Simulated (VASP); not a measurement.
A run of VASP 6.6.1 is set up as follows.

Contents of INCAR:

```
SYSTEM = AlGaN2
ALGO = Normal
EDIFF = 1E-6
ENCUT = 520
ISIF = 2
ISMEAR = 0
LASPH = .TRUE.
LCHARG = .FALSE.
LREAL = .FALSE.
LWAVE = .FALSE.
NBANDS = 21
NELM = 100
PREC = Accurate
SIGMA = 0.05
```

File KPOINTS:

```
k-points
0
G
  8 8 6
  0 0 0
```

POSCAR

```
AlGaN2
1.0
    3.1408770487      0.0000000000      0.0000000000
    0.0000000000      3.1408770487      0.0000000000
    0.0000000000      0.0000000000      4.2911228018
Al Ga N
1 1 2
Direct
    0.5000000000      0.5000000000      0.5000000000
    0.0000000000      0.0000000000      0.0000000000
    0.5000000000      0.0000000000      0.7382648100
    0.0000000000      0.5000000000      0.2617351900
```

Potentials or basis: VASP PAW LDA potentials, release 64 (Al, Ga_d, N).

Run with:

```console
$ cat potpaw_LDA.64/Al/POTCAR potpaw_LDA.64/Ga_d/POTCAR potpaw_LDA.64/N/POTCAR > POTCAR
$ mpirun -np 1 vasp_std > vasp.out
```

Predict the pressure.

1.8 GPa.

What does it give for the band gap on the k mesh?

3.13 eV, direct.

What does it give for the largest force?

0.111 eV/Å.

Stress tensor (GPa, compression positive):
```
0.70 0.00 0.00
0.00 0.70 0.00
0.00 0.00 4.08
```

Caveat: the cell differs from its parent crystal (strain +0.000 along x and y, -0.030 along z). A k mesh can miss the band edges.
